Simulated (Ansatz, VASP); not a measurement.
## One calculation of CdS, two programs

```
Cd S
1.0
     0.00000    2.91650    2.91650
     2.91650    0.00000    2.91650
     2.91650    2.91650    0.00000
Cd S
1 1
Direct
  0.00000 0.00000 0.00000
  0.75000 0.75000 0.75000
```

Alike in both runs: task single point; functional r2SCAN-based global hybrid; k mesh 5 × 5 × 5; occupations fermi-dirac, width 0.05 eV; no spin polarisation.

```csv
,VASP,Ansatz
version,VASP 6.6.1,Ansatz 0.2.0
potentials or method,"VASP PAW PBE potentials, release 64 (Cd, S)",Ansatz PAW
plane-wave cutoff (eV),520,500
valence electrons in the cell,18,26
```

Ansatz gave:

| Item | Value |
| --- | --- |
| gap on the k mesh at the Fermi level (eV) | 3.71 |
| least direct gap on the mesh (eV) | 3.71 |
| pressure (GPa) | 0.7 |

Question: What did VASP give for the same quantities?

Answer: gap on the k mesh at the Fermi level (eV): 3.74; least direct gap on the mesh (eV): 3.74; pressure (GPa): 0.9.

VASP's potentials were made for PBE, not for r2SCAN-based global hybrid. VASP's potentials hold 18 valence electrons a cell and Ansatz's 26, so a difference there can come from the potentials and not from the codes.

Noted on Ansatz's run: odd divisions of the mesh miss points on the zone boundary, where band edges often lie, so the gap on the mesh can be too wide.
